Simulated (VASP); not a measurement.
# FeSi16 (a cell with a defect) in VASP: notebook, part 2 of 2

VASP 6.6.1.

### 4 Single point, PBEsol, collinear spin, ferromagnetic start

File INCAR:

```
ALGO = Normal ; EDIFF = 1E-6
ENCUT = 520 ; GGA = PS
ISIF = 2 ; ISMEAR = -1
ISPIN = 2 ; LASPH = True
LCHARG = False ; LMAXMIX = 4
LORBIT = 11 ; LREAL = Auto
LWAVE = False ; MAGMOM = 0 0 0 0 0 0 0 0 0 0 0 0 0 0 0 0 1.54
NBANDS = 54 ; NELM = 150
PREC = Accurate ; SIGMA = 0.02
```

File KPOINTS:

```
k-points
0
Gamma
  2 2 2
```

File POSCAR:

```
FeSi16
1.0
    0.0000000000      5.4300000000      5.4300000000
    5.4300000000      0.0000000000      5.4300000000
    5.4300000000      5.4300000000      0.0000000000
Si Fe
16 1
Direct
   -0.0075138122      0.0052117864      0.0047329650
    0.0935451197      0.1440423573      0.1498618785
   -0.0038489871      0.0239042357      0.5218416206
    0.1392541436      0.1524217311      0.6234162063
    0.0049815838      0.5173941068     -0.0239502762
    0.0924953959      0.6367311234      0.1594198895
    0.0110036832      0.5181307551      0.5282596685
    0.1576335175      0.6633793738      0.5980386740
    0.4746869245     -0.0100828729      0.0644843462
    0.6045672192      0.1139226519      0.1532044199
    0.5131860037     -0.0270165746      0.5347145488
    0.6145027624      0.1335819521      0.6412062615
    0.4591068140      0.4996040516      0.0229189687
    0.5965469613      0.6020902394      0.1555893186
    0.5398250460      0.4845395948      0.5010036832
    0.6473020258      0.5759392265      0.6724953959
    0.7681675875      0.3502854512      0.0399171271
```

Potentials or basis: VASP PAW PBE potentials, release 64 (Si, Fe).

Started as:

```console
$ cat potpaw_PBE.64/Si/POTCAR potpaw_PBE.64/Fe/POTCAR > POTCAR
$ mpirun -np 1 vasp_std > vasp.out
```

OUTCAR:

```text
EDIFF = 1E-6
   ENCUT = 520
   GGA = PS
   ISIF = 2
   ISMEAR = -1
   ISPIN = 2
   LASPH = True
   LORBIT = 11
   LREAL = Auto
   NELM = 150
   PREC = Accurate

 ion  position               nearest neighbor table
   1  0.992  0.005  0.005-   6 2.32  17 2.40   4 2.41   2 2.42  10 2.44
   2  0.094  0.144  0.150-   3 2.34   5 2.37   9 2.41   1 2.42  17 2.51
   3  0.996  0.024  0.522-   8 2.28   2 2.34   4 2.35  12 2.40
   4  0.139  0.152  0.623-   7 2.30   3 2.35  11 2.37   1 2.41
   5  0.005  0.517  0.976-   2 2.37   8 2.39  17 2.45   6 2.48  14 2.59
[... 1075 lines left out ...]
      2.96340      8.24270      5.53890         0.482381     -0.835441      0.174042
      4.21280      4.14130      1.58380        -0.309347      0.916315     -0.843060
      8.10940      5.32700      2.83650         0.382433     -0.032135     -0.197116
      4.32310      1.36790      3.95970        -0.652863     -0.676265     -0.460538
[... 9 lines left out ...]
      6.77900      7.16650      6.64220         0.340505     -0.894171      1.052063
      2.11880      4.38790      6.07320        -2.920228      1.427379      0.886529
 -----------------------------------------------------------------------------------
    total drift:                               -0.000337     -0.002671     -0.003496

  FREE ENERGIE OF THE ION-ELECTRON SYSTEM (eV)
  ---------------------------------------------------
  free  energy   TOTEN  =       -95.9912539573 eV

  energy  without entropy=      -95.9853856082  energy(sigma->0) =      -95.98831978

 total charge

# of ion       s       p       d       tot
------------------------------------------
    1        0.743   0.924   0.000   1.667
    2        0.740   0.923   0.000   1.664
    3        0.748   0.946   0.000   1.694
    4        0.750   0.931   0.000   1.681
    5        0.751   0.882   0.000   1.633
    6        0.759   0.910   0.000   1.669
[... 9 lines left out ...]
   16        0.749   0.932   0.000   1.681
   17        0.461   0.554   6.743   7.758
--------------------------------------------------
tot         12.510  15.519   6.743  34.771

 magnetization (x)

# of ion       s       p       d       tot
------------------------------------------
    1       -0.001   0.012   0.000   0.012
    2       -0.000   0.010   0.000   0.010
    3        0.000   0.004   0.000   0.005
    4       -0.000   0.005   0.000   0.005
    5       -0.000   0.006   0.000   0.006
    6       -0.001   0.001   0.000   0.000
[... 9 lines left out ...]
   16       -0.001   0.005   0.000   0.004
   17        0.018   0.011   0.995   1.024
--------------------------------------------------
tot          0.007   0.116   0.995   1.118
```

stdout:

```text
POSCAR found type information on POSCAR SiFe
 POSCAR found :  2 types and      17 ions
 scaLAPACK will be used
 -----------------------------------------------------------------------------
|                                                                             |
|                                                                             |
|     You enforced a specific xc type in the INCAR file but a different       |
|     I HOPE YOU KNOW WHAT YOU ARE DOING!                                     |
|                                                                             |
 -----------------------------------------------------------------------------

 LDA part: xc-table for (Slater+PW92), standard interpolation
 POSCAR, INCAR and KPOINTS ok, starting setup
 FFT: planning ... GRIDC
 FFT: planning ... GRID_SOFT
 FFT: planning ... GRID
 WAVECAR not read
 entering main loop
```

It took 5.1 min on 1 thread of Intel Xeon 6975P-C (Granite Rapids), shared host; peak memory 0.71 GiB.

What came out:

```yaml
Free_energy: -95.9913 eV
Pressure: 2.5 GPa
Largest_force: 3.450 eV/Å
Net_moment: 1.27 μB per cell
Site_moments: Si +0.01, +0.00 (each value once); Fe +1.02 μB
Valence_electrons_inside_the_program's_atomic_spheres: Si 1.67, 1.66, 1.69, 1.68, 1.63, 1.71, 1.72, 1.75, 1.74 (each value once); Fe 7.76
```

Forces on the atoms (eV/Å):
```
Si   0.345 -0.380  0.681
Si  -0.217  0.025  0.158
Si   0.482 -0.835  0.174
Si  -0.309  0.916 -0.843
Si   0.382 -0.032 -0.197
Si  -0.653 -0.676 -0.461
Si  -0.130 -0.269 -0.139
Si  -0.029  1.268 -0.392
Si  -2.424 -2.301 -0.853
Si   1.200  1.804  0.613
Si  -0.490 -0.206 -0.161
Si  -0.190  2.049 -1.366
Si   0.640 -1.246 -1.362
Si   2.137 -0.600  2.351
Si   1.835 -0.048 -0.142
Si   0.341 -0.894  1.052
Fe  -2.920  1.427  0.887
```

Levels at points of the mesh, in eV from the Fermi level:
Spin up:
| k point | band 35 | band 36 | band 37 | band 38 | band 39 | band 40 |
| --- | --- | --- | --- | --- | --- | --- |
| (0.00, 0.00, 0.00) | -0.21 | -0.16 | 0.01 | 0.12 | 0.25 | 0.47 |
| (0.50, 0.00, 0.00) | -0.67 | -0.30 | -0.07 | 0.65 | 0.82 | 1.03 |
| (0.00, 0.50, 0.00) | -0.64 | -0.33 | -0.02 | 0.52 | 0.87 | 1.10 |
| (0.00, 0.00, 0.50) | -0.78 | 0.05 | 0.21 | 0.66 | 0.71 | 1.07 |
| (0.50, 0.50, 0.50) | -0.70 | -0.33 | -0.10 | 0.60 | 0.94 | 1.01 |
| (0.50, 0.50, 0.00) | -0.83 | -0.59 | -0.41 | 0.54 | 0.97 | 1.73 |
| (0.00, 0.50, 0.50) | -0.88 | -0.54 | -0.19 | 0.78 | 0.96 | 1.77 |
| (0.50, 0.00, 0.50) | -0.86 | -0.45 | -0.37 | 0.60 | 0.86 | 1.70 |
Spin down:
```
           k point  band 32  band 33  band 34  band 35  band 36  band 37  band 38  band 39
(0.00, 0.00, 0.00)    -0.85    -0.60    -0.45    -0.11    -0.10     0.08     0.21     0.35
(0.50, 0.00, 0.00)    -0.94    -0.75    -0.52    -0.38     0.16     0.39     0.76     0.87
(0.00, 0.50, 0.00)    -1.12    -0.69    -0.43    -0.14    -0.05     0.40     0.62     0.97
(0.00, 0.00, 0.50)    -0.97    -0.45    -0.34    -0.11     0.24     0.46     0.72     0.80
(0.50, 0.50, 0.50)    -0.92    -0.81    -0.49    -0.29     0.12     0.35     0.69     1.05
(0.50, 0.50, 0.00)    -1.36    -0.66    -0.53    -0.20    -0.08     0.17     0.60     1.16
(0.00, 0.50, 0.50)    -1.42    -0.76    -0.59    -0.31     0.11     0.30     0.84     1.17
(0.50, 0.00, 0.50)    -1.28    -0.69    -0.56    -0.37     0.10     0.21     0.64     1.07
```

Caveat: the k points lie up to 0.50 Å⁻¹ apart; the PAW data sets were made with another functional, which shifts forces and pressure a little.

### 5 Summary

| cell | gap on the mesh (eV) | pressure (GPa) | moment (μB) | largest force (eV/Å) |
| --- | --- | --- | --- | --- |
| as given, atomic positions A | none | 0.8 | 1.73 | 2.25 |
| as given, atomic positions B | none | 3.0 | 1.99 | 2.96 |
| as given, atomic positions C | none | 2.5 | 1.27 | 3.45 |

Alike in all rows: task single point; level PBEsol; potentials or basis VASP PAW PBE potentials, release 64 (Si, Fe); spin collinear, ferromagnetic start; k mesh 2 × 2 × 2; cutoff (eV) 520; smearing fermi-dirac 0.02 eV.

Caveats: all runs use coarse meshes; the PAW data sets were made with another functional, which shifts forces and pressure a little.

Absolute energies hang on the potentials; compare differences alone.
